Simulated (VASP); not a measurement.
# Ta2C (P-3m1) in VASP: single point with LDA

Aim: the single point of Ta2C with LDA.

Everything below comes from runs of VASP 6.6.1. Logs are shortened: lines on timing, memory, paths and dates and some standing lists are left out, and cuts for length are marked.

### Step 1. The cell of the first run

Symmetry: P-3m1, No. 164, trigonal system. The conventional cell has a = 3.076 Å, b = 3.076 Å, c = 4.892 Å, α = 90.00°, β = 90.00°, γ = 120.00°. Ta (site symmetry 3m) has 3 C at 2.17 Å and 12 Ta at 3.00 to 3.08 Å within 3.1 Å. Within 2.9 Å of C (site symmetry -3m) lie 6 Ta at 2.17 Å.

### Step 2. Single point, LDA

POSCAR

```
Ta2C
1.0
    3.0758449693      0.0000000000      0.0000000000
   -1.5379224847      2.6637598815      0.0000000000
    0.0000000000      0.0000000000      4.8920151884
Ta C
2 1
Direct
    0.3333333333      0.6666666667      0.2531657425
    0.6666666667      0.3333333333      0.7468342575
    0.0000000000      0.0000000000      0.0000000000
```

INCAR.step1

```
PREC = Accurate
ENCUT = 520
EDIFF = 1E-7
ISMEAR = 0
SIGMA = 0.1
LREAL = F
LASPH = T
NELM = 80
ALGO = Normal
ISIF = 2
LWAVE = F
LCHARG = T
LMAXMIX = 4
NBANDS = 20
```

KPOINTS.step1

```
regular mesh
0
Gamma
  15 15 10
```

INCAR.step2

```
PREC = Accurate
ENCUT = 520
EDIFF = 1E-7
ISMEAR = -5
SIGMA = 0.1
LREAL = F
LASPH = T
NELM = 80
ALGO = Normal
ISIF = 2
LWAVE = F
LCHARG = F
LMAXMIX = 4
LORBIT = 11
NEDOS = 1001
ICHARG = 11
```

KPOINTS.step2

```
regular mesh
0
Gamma
  23 23 15
```

Potentials or basis: VASP PAW LDA potentials, release 64 (Ta_pv, C).

Run with:

```
> cat potpaw_LDA.64/Ta_pv/POTCAR potpaw_LDA.64/C/POTCAR > POTCAR
> cp INCAR.step1 INCAR
> cp KPOINTS.step1 KPOINTS
> mpirun -np 1 vasp_std > vasp.out
> cp INCAR.step2 INCAR
> cp KPOINTS.step2 KPOINTS
> mpirun -np 1 vasp_std > vasp.out
```

OUTCAR:

```text
PREC = Accurate
   ENCUT = 520
   EDIFF = 1E-7
   ISMEAR = -5
   LREAL = F
   LASPH = T
   NELM = 80
   ISIF = 2
   LORBIT = 11
   ICHARG = 11

 ion  position               nearest neighbor table
   1  0.333  0.667  0.253-   3 2.17   3 2.17   3 2.17   2 3.00   2 3.00   2 3.00   2 3.05   2 3.05
                             2 3.05
   2  0.667  0.333  0.747-   3 2.17   3 2.17   3 2.17   1 3.00   1 3.00   1 3.00   1 3.05   1 3.05
                             1 3.05
   3  0.000  0.000  0.000-   1 2.17   2 2.17   2 2.17   1 2.17   2 2.17   1 2.17

  LATTYP: Found a hexagonal cell.
 ALAT       =     3.0758449693
 C/A-ratio  =     1.5904622103

  Lattice vectors:

 A1 = (   3.0758449693,   0.0000000000,   0.0000000000)
 A2 = (  -1.5379224847,   2.6637598815,   0.0000000000)
 A3 = (   0.0000000000,   0.0000000000,   4.8920151884)

Analysis of symmetry for initial positions (statically):
=====================================================================
 Subroutine PRICEL returns:
 Original cell was already a primitive cell.

 Routine SETGRP: Setting up the symmetry group for a
 hexagonal supercell.

 Subroutine GETGRP returns: Found 12 space group operations
 (whereof 12 operations were pure point group operations)
 out of a pool of 24 trial point group operations.

The static configuration has the point symmetry D_3d.

Analysis of symmetry for dynamics (positions and initial velocities):
=====================================================================
 Subroutine PRICEL returns:
 Original cell was already a primitive cell.

 Routine SETGRP: Setting up the symmetry group for a
 hexagonal supercell.

 Subroutine GETGRP returns: Found 12 space group operations
 (whereof 12 operations were pure point group operations)
 out of a pool of 24 trial point group operations.

The dynamic configuration has the point symmetry D_3d.

 Subroutine INISYM returns: Found 12 space group operations
 (whereof 12 operations are pure point group operations),
 and found     1 'primitive' translations

----------------------------------------------------------------------------------------

                                     Primitive cell

  volume of cell :      40.0818

  direct lattice vectors                    reciprocal lattice vectors
     3.075844969  0.000000000  0.000000000     0.325113915  0.187704606  0.000000000
    -1.537922485  2.663759881  0.000000000     0.000000000  0.375409213  0.000000000
     0.000000000  0.000000000  4.892015188     0.000000000  0.000000000  0.204414737

  length of vectors
     3.075844969  3.075844969  4.892015188     0.375409213  0.375409213  0.204414737

  position of ions in fractional coordinates (direct lattice)
     0.333333333  0.666666667  0.253165743
     0.666666667  0.333333333  0.746834257
     0.000000000  0.000000000  0.000000000

  ion indices of the primitive-cell ions
   primitive index   ion index
                 1           1
                 2           2
                 3           3

----------------------------------------------------------------------------------------

 KPOINTS: regular mesh

Automatic generation of k-mesh.
 Grid dimensions read from file:
 generate k-points for:   23   23   15

 Generating k-lattice:

  Cartesian coordinates                     Fractional coordinates (reciprocal lattice)
     0.014135388  0.008161070  0.000000000     0.043478261  0.000000000  0.000000000
     0.000000000  0.016322140  0.000000000     0.000000000  0.043478261  0.000000000
     0.000000000  0.000000000  0.013627649     0.000000000  0.000000000  0.066666667

  Length of vectors
     0.016322140  0.016322140  0.013627649

  Shift w.r.t. Gamma in fractional coordinates (k-lattice)
     0.000000000  0.000000000  0.000000000

 TETIRR: Found  11791 inequivalent tetrahedra from    47610

 Subroutine IBZKPT returns following result:
 ===========================================

 Found    756 irreducible k-points:

 Following reciprocal coordinates:
            Coordinates               Weight
  0.000000  0.000000  0.000000      1.000000
  0.043478  0.000000  0.000000      6.000000
  0.086957  0.000000  0.000000      6.000000
  0.130435  0.000000  0.000000      6.000000
  0.173913  0.000000  0.000000      6.000000
  0.217391  0.000000  0.000000      6.000000
[... 16 lines left out ...]
  0.478261  0.043478  0.000000      6.000000
  0.086957  0.086957  0.000000      6.000000
 [... further k-points ...]
   k-points           NKPTS =    756   k-points in BZ     NKDIM =    756   number of bands    NBANDS=     17
   number of dos      NEDOS =   1001   number of ions     NIONS =      3
   total plane-waves  NPLWV =  20736
   dimension x,y,z NGX =    24 NGY =   24 NGZ =   36
   dimension x,y,z NGXF=    48 NGYF=   48 NGZF=   72
   ions per type =               2   1
   NGX,Y,Z   is equivalent  to a cutoff of  12.97, 12.97, 12.23 a.u.
   NGXF,Y,Z  is equivalent  to a cutoff of  25.94, 25.94, 24.47 a.u.
 SYSTEM =  unknown system
   PREC   = accura    normal or accurate (medium, high low for compatibility)
   ISTART =      0    job   : 0-new  1-cont  2-samecut
   ICHARG =     11    charge: 1-file 2-atom 10-const
   ISPIN  =      1    spin polarized calculation?
   LNONCOLLINEAR =      F non collinear calculations
   LSORBIT =      F    spin-orbit coupling
   LASPH  =      T    aspherical Exc in radial PAW
   ENCUT  =  520.0 eV  38.22 Ry    6.18 a.u.   5.72  5.72  9.10*2*pi/ulx,y,z
   NELM   =     80;   NELMIN=  2; NELMDL=  0     # of ELM steps
   EDIFF  = 0.1E-06   stopping-criterion for ELM
   LREAL  =      F    real-space projection
   EDIFFG = 0.1E-05   stopping-criterion for IOM
   NSW    =      0    number of steps for IOM
   IBRION =     -1    ionic relax: 0-MD 1-quasi-New 2-CG
   NFREE  =      0    steps in history (QN), initial steepest desc. (CG)
   ISIF   =      2    stress and relaxation
   ISYM   =      2    0-nonsym 1-usesym 2-fastsym
   POTIM  = 0.5000    time-step for ionic-motion
   TEBEG  =    0.0;   TEEND  =   0.0 temperature during run
   PSTRESS=    0.0 pullay stress
   NELECT =      26.0000    total number of electrons
   NUPDOWN=      -1.0000    fix difference up-down
   EMIN   =  10.00;   EMAX   =-10.00  energy-range for DOS
   EFERMI =   0.00;   METHOD = LEGACY
   ISMEAR =    -5;   SIGMA  =   0.10  broadening in eV -4-tet -1-fermi 0-gaus
   EFERMI_NEDOS =   21; number of points for ismear=-14 and -15
   IALGO  =     38    algorithm
   IMIX   =      4    mixing-type and parameters
     AMIX     =   0.40;   BMIX     =  1.00
     AMIX_MAG =   1.60;   BMIX_MAG =  1.00
  volume/ion in A,a.u.               =      13.36        90.16
  Fermi-wavevector in a.u.,A,eV,Ry     =   1.417153  2.678031 27.324901  2.008324
  Thomas-Fermi vector in A             =   2.538413
   LORBIT       =     11    0 simple, 1 ext, 2 COOP (PROOUT), +10 PAW based schemes
   GGA     = CA    functional components
   LHFCALC =     F    Hartree Fock is set to
   AEXX    =    0.0000 exact exchange contribution
   IVDW    =     0    specifies the selected vdW correction
   LEPSILON=     F    determine dielectric tensor
   LRPA    =     F    only Hartree local field effects (RPA)
 non-spin polarized calculation
 Fermi weights with tetrahedron method with Bloechl corrections
  energy-cutoff  :      520.00
  volume of cell :       40.08
 maximum number of plane-waves:      1092
 NGX is ok and might be reduce to    24

 number of electron      26.0000005 magnetization

 Free energy of the ion-electron system (eV)
  ---------------------------------------------------
  ext. energy  EPLUGINS =         0.00000000
  ---------------------------------------------------
  free energy    TOTEN  =       -37.68439733 eV

  energy without entropy =      -37.68439733  energy(sigma->0) =      -37.68439733

 E-fermi :   6.7236     XC(G=0): -13.0982

 val. band max:        6.7392500619   @ k =   0.1304   0.0000   0.1333
 cond. band min:       6.5906984730   @ k =  -0.1304  -0.4783   0.4667
 fundamental gap:     -0.1485515889
 Fermi energy:         6.7236487743

 k-point     1 :       0.0000    0.0000    0.0000
  band No.  band energies     occupation
      1     -27.9256      2.00000
      2     -27.1542      2.00000
      3     -27.1542      2.00000
      4     -27.0286      2.00000
      5     -27.0286      2.00000
      6     -26.9372      2.00000
[... 9 lines left out ...]
     16       7.8463      0.00000
     17       9.1023      0.00000

 k-point     2 :       0.0435    0.0000    0.0000
  band No.  band energies     occupation
      1     -27.9198      2.00000
      2     -27.1672      2.00000
      3     -27.1589      2.00000
      4     -27.0414      2.00000
      5     -27.0298      2.00000
      6     -26.9394      2.00000
[... 9 lines left out ...]
     16       7.7545      0.00000
     17       9.2497      0.00000

 k-point     3 :       0.0870    0.0000    0.0000
  band No.  band energies     occupation
      1     -27.9026      2.00000
      2     -27.2052      2.00000
      3     -27.1721      2.00000
      4     -27.0786      2.00000
      5     -27.0334      2.00000
      6     -26.9459      2.00000
[... 392 lines left out ...]
 k-point    23 :       0.4783    0.0435    0.0000
  band No.  band energies     occupation
      1     -27.8382      2.00000
      2     -27.6548      2.00000
      3     -27.4890      2.00000
      4     -27.3756      2.00000
      5     -27.1736      2.00000
      6     -27.1287      2.00000
[... 9 lines left out ...]
     16      11.7426      0.00000
     17      11.9090      0.00000

 k-point    24 :       0.0870    0.0870    0.0000
  band No.  band energies     occupation
      1     -27.8585      2.00000
      2     -27.2861      2.00000
      3     -27.2368      2.00000
      4     -27.1401      2.00000
      5     -27.0528      2.00000
      6     -26.9637      2.00000
[... 9 lines left out ...]
     16       7.9489      0.00000
     17       9.9068      0.00000

 [... further k-points ...]

------------------------ aborting loop because EDIFF is reached ----------------------------------------

  FORCE on cell =-STRESS in cart. coord.  units (eV):
  Direction    XX          YY          ZZ          XY          YZ          ZX
  --------------------------------------------------------------------------------------
  -------------------------------------------------------------------------------------
  Total        0.3530753      0.3530753      0.3934941     -0.0000000     -0.0000000     -0.0000000
  in kB       14.1133664     14.1133664     15.7290137     -0.0000000     -0.0000000     -0.0000000
  external PRESSURE =      14.6519155 kB  Pullay stress =       0.0000000 kB

 VOLUME and BASIS-vectors are now :
 -----------------------------------------------------------------------------
  energy-cutoff  :      520.00
  volume of cell :       40.08
      direct lattice vectors                 reciprocal lattice vectors
     3.075844969  0.000000000  0.000000000     0.325113915  0.187704606  0.000000000
    -1.537922485  2.663759881  0.000000000     0.000000000  0.375409213  0.000000000
     0.000000000  0.000000000  4.892015188     0.000000000  0.000000000  0.204414737

 POSITION                                       TOTAL-FORCE (eV/Angst)
 -----------------------------------------------------------------------------------
     -0.00000      1.77584      1.23849        -0.000000      0.000000      0.046401
      1.53792      0.88792      3.65352         0.000000     -0.000000     -0.046401
      0.00000      0.00000      0.00000        -0.000000      0.000000     -0.000000
 -----------------------------------------------------------------------------------
    total drift:                               -0.000000      0.000000      0.000000

  FREE ENERGIE OF THE ION-ELECTRON SYSTEM (eV)
  ---------------------------------------------------
  free  energy   TOTEN  =       -37.6843973331 eV

  energy  without entropy=      -37.6843973331  energy(sigma->0) =      -37.68439733

 total charge

# of ion       s       p       d       tot
------------------------------------------
    1        0.340   6.263   2.393   8.996
    2        0.340   6.263   2.393   8.996
    3        0.877   1.609   0.000   2.486
--------------------------------------------------
tot          1.557  14.134   4.786  20.477
```

It took 6.2 min on 1 thread of AMD EPYC 7R43 (Zen 3), shared host; peak memory 0.54 GiB.

What came out:

| Property | Result |
| --- | --- |
| Valence electrons inside the program's atomic spheres | Ta 9.00; C 2.49 |

Caveat: spin-orbit coupling is left out, which moves the levels of the heavy elements; tetrahedron occupations give inexact forces and stress in metals.
